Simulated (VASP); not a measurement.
# TePd (Pm-3m) in VASP: notebook

TePd is run at these levels: LDA+U; tasks: single point.

Everything below comes from runs of VASP 6.6.1. Logs are shortened: lines on timing, memory, paths and dates and some standing lists are left out, and cuts for length are marked.

## 1. The cell of the first run

Symmetry: Pm-3m, No. 221, cubic system. Conventional cell: a = 3.631 Å, b = 3.631 Å, c = 3.631 Å, α = 90.00°, β = 90.00°, γ = 90.00°. Within 4.1 Å of Pd (site symmetry m-3m) lie 8 Te at 3.14 Å and 6 Pd at 3.63 Å. Te (site symmetry m-3m) has 8 Pd at 3.14 Å and 6 Te at 3.63 Å within 4.1 Å.

## 2. Single point, LDA+U, collinear spin, ferromagnetic start

INCAR

```
PREC = Accurate
ENCUT = 520
EDIFF = 1E-7
ISMEAR = 0
SIGMA = 0.05
LREAL = F
LASPH = T
NELM = 150
ALGO = Normal
ISIF = 2
LWAVE = F
LCHARG = F
ISPIN = 2
MAGMOM = 2 0
LORBIT = 11
LMAXMIX = 4
LDAU = T
LDAUTYPE = 1
LDAUL = 2 -1
LDAUU = 5 0
LDAUJ = 0.9 0
LDAUPRINT = 1
NBANDS = 19
```

KPOINTS

```
regular mesh
0
Gamma
  5 5 5
```

POSCAR

```
TePd
1.0
    3.6310931200      0.0000000000      0.0000000000
    0.0000000000      3.6310931200      0.0000000000
    0.0000000000      0.0000000000      3.6310931200
Pd Te
1 1
Direct
    0.0000000000      0.0000000000      0.0000000000
    0.5000000000      0.5000000000      0.5000000000
```

Potentials or basis: VASP PAW LDA potentials, release 64 (Pd, Te).

On the command line:

```sh
$ cat potpaw_LDA.64/Pd/POTCAR potpaw_LDA.64/Te/POTCAR > POTCAR
$ mpirun -np 1 vasp_std > vasp.out
```

OUTCAR:

```text
PREC = Accurate
   ENCUT = 520
   EDIFF = 1E-7
   ISMEAR = 0
   LREAL = F
   LASPH = T
   NELM = 150
   ISIF = 2
   ISPIN = 2
   LORBIT = 11

 ion  position               nearest neighbor table
   1  0.000  0.000  0.000-   2 3.14   2 3.14   2 3.14   2 3.14   2 3.14   2 3.14   2 3.14   2 3.14

   2  0.500  0.500  0.500-   1 3.14   1 3.14   1 3.14   1 3.14   1 3.14   1 3.14   1 3.14   1 3.14

  LATTYP: Found a simple cubic cell.
 ALAT       =     3.6310931200

  Lattice vectors:

 A1 = (   3.6310931200,   0.0000000000,   0.0000000000)
 A2 = (   0.0000000000,   3.6310931200,   0.0000000000)
 A3 = (   0.0000000000,   0.0000000000,   3.6310931200)

Analysis of symmetry for initial positions (statically):
=====================================================================
 Subroutine PRICEL returns:
 Original cell was already a primitive cell.

 Routine SETGRP: Setting up the symmetry group for a
 simple cubic supercell.

 Subroutine GETGRP returns: Found 48 space group operations
 (whereof 48 operations were pure point group operations)
 out of a pool of 48 trial point group operations.

The static configuration has the point symmetry O_h .

Analysis of symmetry for dynamics (positions and initial velocities):
=====================================================================
 Subroutine PRICEL returns:
 Original cell was already a primitive cell.

 Routine SETGRP: Setting up the symmetry group for a
 simple cubic supercell.

 Subroutine GETGRP returns: Found 48 space group operations
 (whereof 48 operations were pure point group operations)
 out of a pool of 48 trial point group operations.

The dynamic configuration has the point symmetry O_h .

Analysis of structural, dynamic, and magnetic symmetry:
=====================================================================
 Subroutine PRICEL returns:
 Original cell was already a primitive cell.

 Routine SETGRP: Setting up the symmetry group for a
 simple cubic supercell.

 Subroutine GETGRP returns: Found 48 space group operations
 (whereof 48 operations were pure point group operations)
 out of a pool of 48 trial point group operations.

The overall configuration has the point symmetry O_h .

 Subroutine INISYM returns: Found 48 space group operations
 (whereof 48 operations are pure point group operations),
 and found     1 'primitive' translations

----------------------------------------------------------------------------------------

                                     Primitive cell

  volume of cell :      47.8754

  direct lattice vectors                    reciprocal lattice vectors
     3.631093120  0.000000000  0.000000000     0.275399161  0.000000000  0.000000000
     0.000000000  3.631093120  0.000000000     0.000000000  0.275399161  0.000000000
     0.000000000  0.000000000  3.631093120     0.000000000  0.000000000  0.275399161

  length of vectors
     3.631093120  3.631093120  3.631093120     0.275399161  0.275399161  0.275399161

  position of ions in fractional coordinates (direct lattice)
     0.000000000  0.000000000  0.000000000
     0.500000000  0.500000000  0.500000000

  ion indices of the primitive-cell ions
   primitive index   ion index
                 1           1
                 2           2

----------------------------------------------------------------------------------------

 KPOINTS: regular mesh

Automatic generation of k-mesh.
 Grid dimensions read from file:
 generate k-points for:    5    5    5

 Generating k-lattice:

  Cartesian coordinates                     Fractional coordinates (reciprocal lattice)
     0.055079832  0.000000000  0.000000000     0.200000000  0.000000000  0.000000000
     0.000000000  0.055079832  0.000000000     0.000000000  0.200000000  0.000000000
     0.000000000  0.000000000  0.055079832     0.000000000  0.000000000  0.200000000

  Length of vectors
     0.055079832  0.055079832  0.055079832

  Shift w.r.t. Gamma in fractional coordinates (k-lattice)
     0.000000000  0.000000000  0.000000000

 Subroutine IBZKPT returns following result:
 ===========================================

 Found     10 irreducible k-points:

 Following reciprocal coordinates:
            Coordinates               Weight
  0.000000  0.000000  0.000000      1.000000
  0.200000  0.000000  0.000000      6.000000
  0.400000  0.000000  0.000000      6.000000
  0.200000  0.200000  0.000000     12.000000
  0.400000  0.200000  0.000000     24.000000
  0.400000  0.400000  0.000000     12.000000
  0.200000  0.200000  0.200000      8.000000
  0.400000  0.200000  0.200000     24.000000
  0.400000  0.400000  0.200000     24.000000
  0.400000  0.400000  0.400000      8.000000
   k-points           NKPTS =     10   k-points in BZ     NKDIM =     10   number of bands    NBANDS=     19
   number of dos      NEDOS =    301   number of ions     NIONS =      2
   total plane-waves  NPLWV =  21952
   dimension x,y,z NGX =    28 NGY =   28 NGZ =   28
   dimension x,y,z NGXF=    56 NGYF=   56 NGZF=   56
   ions per type =               1   1
   NGX,Y,Z   is equivalent  to a cutoff of  12.82, 12.82, 12.82 a.u.
   NGXF,Y,Z  is equivalent  to a cutoff of  25.64, 25.64, 25.64 a.u.
 SYSTEM =  unknown system
   PREC   = accura    normal or accurate (medium, high low for compatibility)
   ISTART =      0    job   : 0-new  1-cont  2-samecut
   ICHARG =      2    charge: 1-file 2-atom 10-const
   ISPIN  =      2    spin polarized calculation?
   LNONCOLLINEAR =      F non collinear calculations
   LSORBIT =      F    spin-orbit coupling
   LASPH  =      T    aspherical Exc in radial PAW
   ENCUT  =  520.0 eV  38.22 Ry    6.18 a.u.   6.75  6.75  6.75*2*pi/ulx,y,z
   NELM   =    150;   NELMIN=  2; NELMDL= -5     # of ELM steps
   EDIFF  = 0.1E-06   stopping-criterion for ELM
   LREAL  =      F    real-space projection
   EDIFFG = 0.1E-05   stopping-criterion for IOM
   NSW    =      0    number of steps for IOM
   IBRION =     -1    ionic relax: 0-MD 1-quasi-New 2-CG
   NFREE  =      0    steps in history (QN), initial steepest desc. (CG)
   ISIF   =      2    stress and relaxation
   ISYM   =      2    0-nonsym 1-usesym 2-fastsym
   POTIM  = 0.5000    time-step for ionic-motion
   TEBEG  =    0.0;   TEEND  =   0.0 temperature during run
   PSTRESS=    0.0 pullay stress
   NELECT =      16.0000    total number of electrons
   NUPDOWN=      -1.0000    fix difference up-down
   EMIN   =  10.00;   EMAX   =-10.00  energy-range for DOS
   EFERMI =   0.00;   METHOD = LEGACY
   ISMEAR =     0;   SIGMA  =   0.05  broadening in eV -4-tet -1-fermi 0-gaus
   EFERMI_NEDOS =   21; number of points for ismear=-14 and -15
   IALGO  =     38    algorithm
   IMIX   =      4    mixing-type and parameters
     AMIX     =   0.40;   BMIX     =  1.00
     AMIX_MAG =   1.60;   BMIX_MAG =  1.00
  volume/ion in A,a.u.               =      23.94       161.54
  Fermi-wavevector in a.u.,A,eV,Ry     =   1.136085  2.146889 17.560887  1.290689
  Thomas-Fermi vector in A             =   2.272790
   LORBIT       =     11    0 simple, 1 ext, 2 COOP (PROOUT), +10 PAW based schemes
 LDA+U is selected, type is set to LDAUTYPE =  1
   angular momentum for each species LDAUL =     2   -1
   U (eV)           for each species LDAUU =   5.0  0.0
   J (eV)           for each species LDAUJ =   0.9  0.0
   GGA     = CA    functional components
   LHFCALC =     F    Hartree Fock is set to
   AEXX    =    0.0000 exact exchange contribution
   IVDW    =     0    specifies the selected vdW correction
   LEPSILON=     F    determine dielectric tensor
   LRPA    =     F    only Hartree local field effects (RPA)
 spin polarized calculation
 Gauss-broadening in eV      SIGMA  =   0.05
  energy-cutoff  :      520.00
  volume of cell :       47.88
 maximum number of plane-waves:      1309
 NGX is ok and might be reduce to    28
   NGX = 13   NGY = 13   NGZ = 13

 number of electron      16.0000007 magnetization       0.0011226

atom =   1  type =  1  l = 2

 onsite density matrix

spin component  1

  0.8746  0.0000  0.0000 -0.0000 -0.0000
  0.0000  0.8746  0.0000  0.0000 -0.0000
  0.0000  0.0000  0.9417 -0.0000 -0.0000
 -0.0000  0.0000 -0.0000  0.8746  0.0000
 -0.0000 -0.0000 -0.0000  0.0000  0.9417

spin component  2

  0.8894  0.0000  0.0000 -0.0000 -0.0000
  0.0000  0.8894  0.0000  0.0000 -0.0000
  0.0000  0.0000  0.9421 -0.0000 -0.0000
 -0.0000  0.0000 -0.0000  0.8894  0.0000
 -0.0000 -0.0000 -0.0000  0.0000  0.9421

 occupancies and eigenvectors

  o =  0.8746  v =  1.0000  0.0000  0.0000  0.0000  0.0000  0.0000  0.0000  0.0000  0.0000  0.0000      0.0000  0.0000  0.0000  0.0000  0.0000  0.0000  0.0000  0.0000  0.0000  0.0000
  o =  0.8746  v =  0.0000  0.9474  0.0000 -0.3199 -0.0000  0.0000  0.0000  0.0000  0.0000  0.0000      0.0000  0.0000  0.0000  0.0000  0.0000  0.0000  0.0000  0.0000  0.0000  0.0000
  o =  0.8746  v =  0.0000  0.3199 -0.0000  0.9474  0.0000  0.0000  0.0000  0.0000  0.0000  0.0000      0.0000  0.0000  0.0000  0.0000  0.0000  0.0000  0.0000  0.0000  0.0000  0.0000
  o =  0.8894  v =  0.0000  0.0000  0.0000  0.0000  0.0000  0.0000 -0.9733 -0.0000  0.2296  0.0000      0.0000  0.0000  0.0000  0.0000  0.0000  0.0000  0.0000  0.0000  0.0000  0.0000
  o =  0.8894  v =  0.0000  0.0000  0.0000  0.0000  0.0000  1.0000  0.0000  0.0000  0.0000  0.0000      0.0000  0.0000  0.0000  0.0000  0.0000  0.0000  0.0000  0.0000  0.0000  0.0000
  o =  0.8894  v =  0.0000  0.0000  0.0000  0.0000  0.0000  0.0000  0.2296  0.0000  0.9733  0.0000      0.0000  0.0000  0.0000  0.0000  0.0000  0.0000  0.0000  0.0000  0.0000  0.0000
  o =  0.9417  v =  0.0000  0.0000 -0.9990 -0.0000 -0.0449  0.0000  0.0000  0.0000  0.0000  0.0000      0.0000  0.0000  0.0000  0.0000  0.0000  0.0000  0.0000  0.0000  0.0000  0.0000
  o =  0.9417  v =  0.0000 -0.0000  0.0449  0.0000 -0.9990  0.0000  0.0000  0.0000  0.0000  0.0000      0.0000  0.0000  0.0000  0.0000  0.0000  0.0000  0.0000  0.0000  0.0000  0.0000
  o =  0.9421  v =  0.0000  0.0000  0.0000  0.0000  0.0000  0.0000 -0.0000  0.9990  0.0000 -0.0454      0.0000  0.0000  0.0000  0.0000  0.0000  0.0000  0.0000  0.0000  0.0000  0.0000
  o =  0.9421  v =  0.0000  0.0000  0.0000  0.0000  0.0000  0.0000  0.0000  0.0454 -0.0000  0.9990      0.0000  0.0000  0.0000  0.0000  0.0000  0.0000  0.0000  0.0000  0.0000  0.0000

 number of electron      16.0000007 magnetization      -0.0631919

 Free energy of the ion-electron system (eV)
  ---------------------------------------------------
  ext. energy  EPLUGINS =         0.00000000
  ---------------------------------------------------
  free energy    TOTEN  =        -7.83322425 eV

  energy without entropy =       -7.83086364  energy(sigma->0) =       -7.83204394

 E-fermi :   6.8182     XC(G=0): -10.8663

 val. band max:        6.7647571078   @ k =   0.4000   0.4000   0.4000
 cond. band min:       6.8235352778   @ k =   0.4000   0.4000   0.4000
 fundamental gap:      0.0587781700
 Fermi energy:         6.8182198748

 spin component 1

 k-point     1 :       0.0000    0.0000    0.0000
  band No.  band energies     occupation
      1      -5.6704      1.00000
      2       3.4853      1.00000
      3       3.4853      1.00000
      4       4.6426      1.00000
      5       4.6426      1.00000
      6       4.6426      1.00000
[... 11 lines left out ...]
     18      21.0184      0.00000
     19      21.2717      0.00000
[... 180 lines left out ...]
      2       2.1922      1.00000
      3       2.1922      1.00000
      4       2.6882      1.00000
      5       4.6656      1.00000
      6       4.6656      1.00000
[... 11 lines left out ...]
     18      25.2240      0.00000
     19      25.7336      0.00000
 Fermi energy:         6.8182198748

 spin component 2

 k-point     1 :       0.0000    0.0000    0.0000
  band No.  band energies     occupation
      1      -5.6809      1.00000
      2       3.4788      1.00000
      3       3.4788      1.00000
      4       4.5440      1.00000
      5       4.5440      1.00000
      6       4.5440      1.00000
[... 11 lines left out ...]
     18      20.9987      0.00000
     19      21.2637      0.00000
[... 181 lines left out ...]
      3       2.1423      1.00000
      4       2.6436      1.00000
      5       4.6569      1.00000
      6       4.6569      1.00000
[... 11 lines left out ...]
     18      25.2163      0.00000
     19      25.7227      0.00000

------------------------ aborting loop because EDIFF is reached ----------------------------------------

  FORCE on cell =-STRESS in cart. coord.  units (eV):
  Direction    XX          YY          ZZ          XY          YZ          ZX
  --------------------------------------------------------------------------------------
  -------------------------------------------------------------------------------------
  Total       -5.2577054     -5.2577054     -5.2577054      0.0000000      0.0000000     -0.0000000
  in kB     -175.9521888   -175.9521888   -175.9521888      0.0000000      0.0000000     -0.0000000
  external PRESSURE =    -175.9521888 kB  Pullay stress =       0.0000000 kB

 VOLUME and BASIS-vectors are now :
 -----------------------------------------------------------------------------
  energy-cutoff  :      520.00
  volume of cell :       47.88
      direct lattice vectors                 reciprocal lattice vectors
     3.631093120  0.000000000  0.000000000     0.275399161  0.000000000  0.000000000
     0.000000000  3.631093120  0.000000000     0.000000000  0.275399161  0.000000000
     0.000000000  0.000000000  3.631093120     0.000000000  0.000000000  0.275399161

 POSITION                                       TOTAL-FORCE (eV/Angst)
 -----------------------------------------------------------------------------------
      0.00000      0.00000      0.00000         0.000000      0.000000      0.000000
      1.81555      1.81555      1.81555         0.000000      0.000000      0.000000
 -----------------------------------------------------------------------------------
    total drift:                               -0.000000      0.000000     -0.000000

  FREE ENERGIE OF THE ION-ELECTRON SYSTEM (eV)
  ---------------------------------------------------
  free  energy   TOTEN  =        -7.8332242516 eV

  energy  without entropy=       -7.8308636369  energy(sigma->0) =       -7.83204394

 total charge

# of ion       s       p       d       tot
------------------------------------------
    1        0.248   0.207   9.010   9.465
    2        1.454   1.678   0.043   3.174
--------------------------------------------------
tot          1.701   1.885   9.052  12.638

 magnetization (x)

# of ion       s       p       d       tot
------------------------------------------
    1        0.000  -0.001  -0.045  -0.046
    2       -0.000  -0.011  -0.000  -0.011
--------------------------------------------------
tot          0.000  -0.012  -0.045  -0.057
```

Wall time 16 s (1 thread of Intel Xeon 6975P-C, shared host); peak memory 0.16 GiB.

What came out:

| Quantity | Value |
| --- | --- |
| Free energy | -7.8332 eV |
| Pressure | -17.6 GPa |
| Net moment | -0.06 μB per cell |
| Site moments | Pd -0.05; Te -0.01 μB |
| Valence electrons inside the program's atomic spheres | Pd 9.46; Te 3.17 |

Eigenvalues of the final occupation matrices:
| site | spin | trace | eigenvalues |
| --- | --- | --- | --- |
| site 1 d | 1 | 4.51 | 0.87 0.87 0.87 0.94 0.94 |
| site 1 d | 2 | 4.55 | 0.89 0.89 0.89 0.94 0.94 |

Caveat: spin-orbit coupling is left out, which moves the levels of the heavy elements; the U is typed as a test and isn't derived for this compound. The state reached can hang on the start; a lower one may exist.

[end of part 1 of 2]
